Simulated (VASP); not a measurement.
# B48HN48 (a cell with a defect) in VASP: a series of runs, part 4 of 4

VASP 6.6.1.

## 6. Single point, HSE06

The input, POSCAR:

```
B48HN48
1.0
    7.6229900000      0.0000000000      0.0000000000
    0.0000000000      8.8022710000      0.0000000000
    0.0000000000      0.0000000000      8.4065820000
B N H
48 48 1
Direct
    0.0000200000      0.1667860000      0.0015470000
    0.0008750000      0.1699600000      0.4987680000
    0.3328400000      0.1668210000      0.0011690000
    0.3329540000      0.1673940000      0.4999800000
    0.1663330000      0.4166120000      0.0018410000
    0.1635300000      0.4141770000      0.4987220000
    0.0004520000      0.6671990000      0.0008100000
    0.0005270000      0.6670130000      0.4990610000
    0.6664410000      0.1662600000      0.0010800000
    0.6669660000      0.1662100000      0.4992460000
    0.4992220000      0.4165250000      0.0015060000
    0.5012620000      0.4166220000      0.5003970000
    0.3327270000      0.6668260000      0.0002440000
    0.3322020000      0.6664580000      0.4989590000
    0.1665230000      0.9169820000      0.0003860000
    0.1669380000      0.9171340000      0.5000270000
    0.8335860000      0.4165320000      0.0026710000
    0.7907190000      0.4382280000      0.5170290000
    0.6663740000      0.6673910000      0.0013980000
    0.6669860000      0.6648250000      0.5008860000
    0.4996140000      0.9171300000      0.0007930000
    0.4996680000      0.9169130000      0.5000520000
    0.8332940000      0.9172300000      0.0008920000
    0.8330890000      0.9172200000      0.5000090000
    0.1664200000      0.0833510000      0.2512290000
    0.1661650000      0.0835000000      0.7501430000
    0.0013040000      0.3327100000      0.2551780000
    0.0007700000      0.3330010000      0.7513770000
    0.4996690000      0.0833570000      0.2508710000
    0.4995150000      0.0837310000      0.7502370000
    0.3329140000      0.3338400000      0.2517300000
    0.3314030000      0.3331810000      0.7516580000
    0.1663710000      0.5832810000      0.2506020000
    0.1662610000      0.5829010000      0.7498390000
    0.0001660000      0.8335390000      0.2505390000
    0.9998490000      0.8333850000      0.7500640000
    0.8335990000      0.0834320000      0.2509470000
    0.8338390000      0.0838950000      0.7500360000
    0.6668730000      0.3323760000      0.2503230000
    0.6662420000      0.3328390000      0.7539860000
    0.4987660000      0.5839420000      0.2497020000
    0.4992300000      0.5836380000      0.7511630000
    0.3329000000      0.8333650000      0.2503760000
    0.3329560000      0.8333740000      0.7500650000
    0.8345090000      0.5838840000      0.2500870000
    0.8336980000      0.5839620000      0.7540310000
    0.6662480000      0.8336670000      0.2511970000
    0.6663890000      0.8349410000      0.7516700000
    0.0000010000      0.1659220000      0.1874720000
    0.0003330000      0.1667640000      0.6879240000
    0.3331270000      0.1667320000      0.1880050000
    0.3328470000      0.1666170000      0.6879320000
    0.1670410000      0.4173000000      0.1875210000
    0.1660490000      0.4164970000      0.6880730000
    0.0008210000      0.6674570000      0.1864520000
    0.9999650000      0.6668930000      0.6878070000
    0.6665440000      0.1656540000      0.1867970000
    0.6666570000      0.1666140000      0.6880260000
    0.4995860000      0.4168210000      0.1873490000
    0.4967260000      0.4150520000      0.6907240000
    0.3325660000      0.6672950000      0.1864260000
    0.3328670000      0.6668550000      0.6873720000
    0.1667120000      0.9168300000      0.1873870000
    0.1665770000      0.9166830000      0.6876500000
    0.8333260000      0.4167750000      0.1885180000
    0.8355710000      0.4155880000      0.6961000000
    0.6662060000      0.6673090000      0.1872990000
    0.6666730000      0.6704100000      0.6908480000
    0.4994470000      0.9168620000      0.1875950000
    0.4994510000      0.9172560000      0.6878550000
    0.8333630000      0.9166630000      0.1877590000
    0.8334650000      0.9172450000      0.6877780000
    0.1676370000      0.0817390000      0.4378930000
    0.1665050000      0.0832900000      0.9378170000
    0.0083530000      0.3288200000      0.4343580000
    0.0004130000      0.3330450000      0.9394860000
    0.4992540000      0.0826670000      0.4378110000
    0.4994330000      0.0834850000      0.9377950000
    0.3331130000      0.3333520000      0.4379000000
    0.3323130000      0.3330410000      0.9388070000
    0.1662630000      0.5835080000      0.4372170000
    0.1663930000      0.5834050000      0.9373220000
    0.0006480000      0.8343810000      0.4375270000
    0.9998280000      0.8337750000      0.9374820000
    0.8337640000      0.0831670000      0.4375440000
    0.8332420000      0.0835410000      0.9377150000
    0.6617010000      0.3272310000      0.4326850000
    0.6658900000      0.3328810000      0.9398740000
    0.4956320000      0.5853840000      0.4336950000
    0.4995630000      0.5836020000      0.9381710000
    0.3327790000      0.8333490000      0.4374510000
    0.3330590000      0.8335390000      0.9373860000
    0.8369280000      0.5907920000      0.4323400000
    0.8334010000      0.5842830000      0.9397980000
    0.6655090000      0.8353910000      0.4375330000
    0.6663460000      0.8345100000      0.9386330000
    0.6677130000      0.5000640000      0.5707810000
```

The input, INCAR.step1:

```
SYSTEM = B48HN48
  PREC = Accurate
  ENCUT = 520
  EDIFF = 1E-5
  ISMEAR = -1
  SIGMA = 0.05
  LREAL = Auto
  LASPH = .TRUE.
  NELM = 120
  ALGO = Normal
  ISIF = 2
  LWAVE = .TRUE.
  LCHARG = .FALSE.
  GGA = PE
  NELECT = 386.0
  ISYM = -1
  NBANDS = 246
  GGA_COMPAT = .FALSE.
```

The input, INCAR.step2:

```
SYSTEM = B48HN48
  PREC = Accurate
  ENCUT = 520
  EDIFF = 1E-6
  ISMEAR = -1
  SIGMA = 0.05
  LREAL = Auto
  LASPH = .TRUE.
  NELM = 120
  ALGO = Normal
  ISIF = 2
  LWAVE = .FALSE.
  LCHARG = .FALSE.
  GGA = PE
  LHFCALC = .TRUE.
  HFSCREEN = 0.2079
  PRECFOCK = Fast
  ISTART = 1
  NELECT = 386.0
  ISYM = -1
  NBANDS = 246
  GGA_COMPAT = .FALSE.
```

The input, KPOINTS:

```
explicit points
1
Reciprocal
  0.25000000   0.25000000   0.25000000 1
```

Potentials or basis: VASP PAW PBE potentials, release 64 (B, N, H).

The run is started by

```console
$ cat potpaw_PBE.64/B/POTCAR potpaw_PBE.64/N/POTCAR potpaw_PBE.64/H/POTCAR > POTCAR
$ cp INCAR.step1 INCAR
$ mpirun -np 1 vasp_std > vasp.out
$ cp INCAR.step2 INCAR
$ mpirun -np 1 vasp_std > vasp.out
```

OUTCAR:

```text
SYSTEM = B48HN48
   PREC = Accurate
   ENCUT = 520
   EDIFF = 1E-6
   ISMEAR = -1
   LREAL = Auto
   LASPH = .TRUE.
   NELM = 120
   ISIF = 2
   GGA = PE
   LHFCALC = .TRUE.
   HFSCREEN = 0.2079
   PRECFOCK = Fast
   ISTART = 1
   NELECT = 386.0
   ISYM = -1

 ion  position               nearest neighbor table
   1  0.000  0.167  0.002-  76 1.55  74 1.56  86 1.56  49 1.56
   2  0.001  0.170  0.499-  75 1.50  85 1.57  73 1.58  50 1.59
   3  0.333  0.167  0.001-  80 1.55  74 1.56  78 1.56  51 1.57
   4  0.333  0.167  0.500-  79 1.55  73 1.56  77 1.56  52 1.58
   5  0.166  0.417  0.002-  76 1.55  80 1.56  53 1.56  82 1.57
   6  0.164  0.414  0.499-  75 1.50  79 1.56  81 1.58  54 1.59
[... 66 lines left out ...]
  73  0.168  0.082  0.438-  16 1.54   4 1.56  25 1.57   2 1.58
  74  0.167  0.083  0.938-  15 1.56   3 1.56   1 1.56  26 1.58
  75  0.008  0.329  0.434-   2 1.50   6 1.50  27 1.51
  76  0.000  0.333  0.939-   1 1.55   5 1.55  17 1.56  28 1.58
  77  0.499  0.083  0.438-  22 1.55   4 1.56  10 1.56  29 1.57
  78  0.499  0.083  0.938-  21 1.56   3 1.56   9 1.56  30 1.58
  79  0.333  0.333  0.438-   4 1.55   6 1.56  31 1.57  12 1.57
  80  0.332  0.333  0.939-   3 1.55   5 1.56  11 1.56  32 1.57
  81  0.166  0.584  0.437-  14 1.55   8 1.55  33 1.57   6 1.58
[... 13 lines left out ...]
  95  0.666  0.835  0.438-  22 1.55  24 1.56  47 1.57  20 1.59
  96  0.666  0.835  0.939-  21 1.55  23 1.56  19 1.56  48 1.57
  97  0.668  0.500  0.571-  18 1.17

IMPORTANT INFORMATION: All symmetrisations will be switched off!
NOSYMM: (Re-)initialisation of all symmetry stuff for point group C_1.

----------------------------------------------------------------------------------------

                                     Primitive cell

  volume of cell :     564.0785

  direct lattice vectors                    reciprocal lattice vectors
     7.622990000  0.000000000  0.000000000     0.131182121  0.000000000  0.000000000
     0.000000000  8.802271000  0.000000000     0.000000000  0.113607045  0.000000000
     0.000000000  0.000000000  8.406582000     0.000000000  0.000000000  0.118954410

  length of vectors
     7.622990000  8.802271000  8.406582000     0.131182121  0.113607045  0.118954410

  position of ions in fractional coordinates (direct lattice)
     0.000020000  0.166786000  0.001547000
     0.000875000  0.169960000  0.498768000
     0.332840000  0.166821000  0.001169000
     0.332954000  0.167394000  0.499980000
     0.166333000  0.416612000  0.001841000
     0.163530000  0.414177000  0.498722000
[... 89 lines left out ...]
     0.666346000  0.834510000  0.938633000
     0.667713000  0.500064000  0.570781000

  ion indices of the primitive-cell ions
   primitive index   ion index
                 1           1
                 2           2
                 3           3
                 4           4
                 5           5
                 6           6
[... 89 lines left out ...]
                96          96
                97          97

----------------------------------------------------------------------------------------

 KPOINTS: explicit points

Read explicit list of k-points.

 Found      1 k-points:

 Following reciprocal coordinates:
            Coordinates               Weight
  0.250000  0.250000  0.250000      1.000000
   k-points           NKPTS =      1   k-points in BZ     NKDIM =      1   number of bands    NBANDS=    246
   number of dos      NEDOS =    301   number of ions     NIONS =     97
   total plane-waves  NPLWV = 268800
   dimension x,y,z NGX =    60 NGY =   70 NGZ =   64
   dimension x,y,z NGXF=   120 NGYF=  140 NGZF=  128
   ions per type =              48  48   1
   NGX,Y,Z   is equivalent  to a cutoff of  13.09, 13.22, 12.66 a.u.
   NGXF,Y,Z  is equivalent  to a cutoff of  26.17, 26.44, 25.31 a.u.
 SYSTEM =  B48HN48
   PREC   = accura    normal or accurate (medium, high low for compatibility)
   ISTART =      1    job   : 0-new  1-cont  2-samecut
   ICHARG =      0    charge: 1-file 2-atom 10-const
   ISPIN  =      1    spin polarized calculation?
   LNONCOLLINEAR =      F non collinear calculations
   LSORBIT =      F    spin-orbit coupling
   LASPH  =      T    aspherical Exc in radial PAW
   ENCUT  =  520.0 eV  38.22 Ry    6.18 a.u.  14.17 16.37 15.63*2*pi/ulx,y,z
   NELM   =    120;   NELMIN=  2; NELMDL=  0     # of ELM steps
   EDIFF  = 0.1E-05   stopping-criterion for ELM
   LREAL  =      T    real-space projection
   EDIFFG = 0.1E-04   stopping-criterion for IOM
   NSW    =      0    number of steps for IOM
   IBRION =     -1    ionic relax: 0-MD 1-quasi-New 2-CG
   NFREE  =      0    steps in history (QN), initial steepest desc. (CG)
   ISIF   =      2    stress and relaxation
   ISYM   =     -1    0-nonsym 1-usesym 2-fastsym
   POTIM  = 0.5000    time-step for ionic-motion
   TEBEG  =    0.0;   TEEND  =   0.0 temperature during run
   PSTRESS=    0.0 pullay stress
   NELECT =     386.0000    total number of electrons
   NUPDOWN=      -1.0000    fix difference up-down
   EMIN   =  10.00;   EMAX   =-10.00  energy-range for DOS
   EFERMI =   0.00;   METHOD = LEGACY
   ISMEAR =    -1;   SIGMA  =   0.05  broadening in eV -4-tet -1-fermi 0-gaus
   EFERMI_NEDOS =   21; number of points for ismear=-14 and -15
   IALGO  =     38    algorithm
   IMIX   =      1    mixing-type and parameters
     AMIX     =   0.40;   BMIX     =  1.00
     AMIX_MAG =   1.60;   BMIX_MAG =  1.00
  volume/ion in A,a.u.               =       5.82        39.24
  Fermi-wavevector in a.u.,A,eV,Ry     =   1.442638  2.726191 28.316512  2.081205
  Thomas-Fermi vector in A             =   2.561136
   LORBIT       =      0    0 simple, 1 ext, 2 COOP (PROOUT), +10 PAW based schemes
   GGA     = PE    functional components
   LHFCALC =     T    Hartree Fock is set to
   PRECFOCK=fast      Normal, Fast or Accurate (Low or Medium for compatibility)
   ENCUT4O =  -1.0   cutoff for four orbital integrals eV
   NKREDX  =     1    reduce k-point grid by
   NKREDY  =     1    reduce k-point grid by
   NKREDZ  =     1    reduce k-point grid by
   AEXX    =    0.2500 exact exchange contribution
   HFSCREEN=    0.2079 screening length (either q_TF or 0.3 A-1)
   HFSCREENC=   0.2079 screening length for correlation (either q_TF or 0.3 A-1)
   ENCUTFOCK=  -1.0 apply spherical cutoff to Coloumb kernel
   IVDW    =     0    specifies the selected vdW correction
   LEPSILON=     F    determine dielectric tensor
   LRPA    =     F    only Hartree local field effects (RPA)
 non-spin polarized calculation
  energy-cutoff  :      520.00
  volume of cell :      564.08
 maximum number of plane-waves:     15183
 NGX is ok and might be reduce to    56
  NGX = 30; NGY = 36; NGZ = 36

 number of electron     385.9999988 magnetization

 Free energy of the ion-electron system (eV)
  ---------------------------------------------------
  ext. energy  EPLUGINS =         0.00000000
  ---------------------------------------------------
  free energy    TOTEN  =      -963.69094615 eV

  energy without entropy =     -963.69094615  energy(sigma->0) =     -963.69094615

 E-fermi :   9.6950     XC(G=0): -10.5241

 val. band max:        8.4632710530   @ k =   0.2500   0.2500   0.2500
 cond. band min:      14.2396392641   @ k =   0.2500   0.2500   0.2500
 fundamental gap:      5.7763682111
 Fermi energy:         9.6950395484

 k-point     1 :       0.2500    0.2500    0.2500
  band No.  band energies     occupation
      1     -15.3180      2.00000
      2     -14.5950      2.00000
      3     -14.5162      2.00000
      4     -14.3522      2.00000
      5     -13.8131      2.00000
      6     -13.6602      2.00000
[... 197 lines left out ...]
    204      15.7035      0.00000
    205      15.7170      0.00000
 [bands above 205 left out]

------------------------ aborting loop because EDIFF is reached ----------------------------------------

  FORCE on cell =-STRESS in cart. coord.  units (eV):
  Direction    XX          YY          ZZ          XY          YZ          ZX
  --------------------------------------------------------------------------------------
  -------------------------------------------------------------------------------------
  Total       13.1682091     12.5995872     10.5183877     -0.2820215      0.2940458      0.0007181
  in kB       37.4022526     35.7871702     29.8758463     -0.8010383      0.8351915      0.0020397
  external PRESSURE =      34.3550897 kB  Pullay stress =       0.0000000 kB

 VOLUME and BASIS-vectors are now :
 -----------------------------------------------------------------------------
  energy-cutoff  :      520.00
  volume of cell :      564.08
      direct lattice vectors                 reciprocal lattice vectors
     7.622990000  0.000000000  0.000000000     0.131182121  0.000000000  0.000000000
     0.000000000  8.802271000  0.000000000     0.000000000  0.113607045  0.000000000
     0.000000000  0.000000000  8.406582000     0.000000000  0.000000000  0.118954410

 POSITION                                       TOTAL-FORCE (eV/Angst)
 -----------------------------------------------------------------------------------
      0.00015      1.46810      0.01300        -0.001358      0.012978     -0.023335
      0.00667      1.49603      4.19293         0.015767      0.023894     -0.034881
      2.53724      1.46840      0.00983        -0.000405      0.007998     -0.018891
      2.53811      1.47345      4.20312        -0.007664     -0.007425     -0.028118
      1.26795      3.66713      0.01548        -0.005232     -0.005384     -0.026014
      1.24659      3.64570      4.19255        -0.003149     -0.032529     -0.043086
[... 89 lines left out ...]
      5.07955      7.34558      7.89070         0.000209     -0.001270      0.022589
      5.08997      4.40170      4.79832         0.304219     -0.168491     -0.144492
 -----------------------------------------------------------------------------------
    total drift:                                0.006879      0.013216      0.036937

  FREE ENERGIE OF THE ION-ELECTRON SYSTEM (eV)
  ---------------------------------------------------
  free  energy   TOTEN  =      -963.6909461514 eV

  energy  without entropy=     -963.6909461513  energy(sigma->0) =     -963.69094615
```

Run time: 20 min. Hardware: 1 thread of Intel Xeon 6975P-C (Granite Rapids), shared host; peak memory 0.91 GiB.

Results:

- Free energy: -963.6909 eV
- Largest force: 0.591 eV/Å

Forces on the atoms (eV/Å):
```
B   -0.001  0.013 -0.023
B    0.016  0.024 -0.035
B    0.000  0.008 -0.019
B   -0.008 -0.007 -0.028
B   -0.005 -0.005 -0.026
B   -0.003 -0.033 -0.043
B   -0.005  0.002 -0.016
B    0.001 -0.009 -0.038
B   -0.002  0.009 -0.016
B    0.004  0.003 -0.032
B    0.007 -0.002 -0.012
B   -0.008 -0.016 -0.028
B   -0.006  0.002 -0.018
B    0.003 -0.009 -0.038
B    0.000  0.000 -0.023
B   -0.003  0.005 -0.025
B    0.007  0.000 -0.017
B   -0.477  0.280  0.207
B    0.001 -0.006 -0.018
B   -0.001  0.006 -0.042
B    0.000 -0.002 -0.026
B    0.009  0.005 -0.020
B   -0.004 -0.001 -0.024
B    0.000  0.021 -0.027
B   -0.005  0.010 -0.010
B    0.002  0.003 -0.034
B    0.010 -0.003 -0.010
B   -0.033  0.020 -0.034
B   -0.003  0.004 -0.025
B    0.003  0.008 -0.025
B   -0.003  0.005 -0.007
B    0.031  0.018 -0.040
B    0.002  0.001 -0.030
B   -0.006 -0.012 -0.038
B   -0.005  0.000 -0.021
B   -0.001  0.002 -0.034
B    0.003 -0.003 -0.026
B   -0.004  0.005 -0.031
B   -0.003 -0.012 -0.002
B    0.014  0.012 -0.029
B   -0.008  0.004 -0.009
B   -0.005  0.005 -0.030
B    0.002 -0.002 -0.020
B    0.010  0.002 -0.034
B   -0.003  0.016 -0.004
B    0.006 -0.016 -0.039
B    0.003 -0.006 -0.015
B    0.004 -0.031 -0.037
N    0.001 -0.009  0.020
N    0.004 -0.003  0.030
N    0.001 -0.009  0.013
N   -0.013 -0.004  0.034
N    0.004  0.001  0.018
N    0.001  0.001  0.038
N    0.000  0.000  0.022
N   -0.006  0.008  0.029
N   -0.002  0.000  0.021
N   -0.008 -0.001  0.022
N   -0.005  0.002  0.011
N   -0.043 -0.011  0.024
N    0.003  0.002  0.023
N    0.008  0.001  0.024
N   -0.001 -0.004  0.019
N   -0.004  0.002  0.027
N    0.011 -0.005  0.030
N    0.052 -0.027  0.020
N    0.000  0.008  0.018
N   -0.011  0.040  0.020
N   -0.002  0.005  0.023
N   -0.007  0.004  0.026
N    0.001  0.004  0.021
N   -0.003  0.007  0.029
N    0.012 -0.011  0.011
N    0.001 -0.007  0.030
N    0.093 -0.058 -0.005
N    0.007 -0.008  0.032
N    0.006 -0.009  0.018
N    0.003 -0.007  0.024
N    0.019 -0.006  0.012
N    0.001 -0.004  0.024
N   -0.006  0.010  0.020
N    0.006  0.001  0.033
N    0.007 -0.004  0.019
N    0.004 -0.004  0.032
N   -0.009 -0.008  0.017
N    0.005 -0.007  0.026
N    0.019  0.010  0.027
N   -0.003 -0.009  0.018
N    0.018  0.002  0.046
N    0.001  0.000  0.021
N   -0.005 -0.003  0.016
N    0.002 -0.003  0.031
N   -0.011 -0.021  0.034
N   -0.001 -0.001  0.023
N    0.005 -0.009  0.024
N    0.000 -0.001  0.023
H    0.304 -0.168 -0.144
```

Caveat: the cell carries a net charge on a neutralising background, which shifts energy and pressure; the cell is charged against a uniform background, so pressure and absolute levels hang on convention; the PAW data sets were made with another functional, which shifts forces and pressure a little.
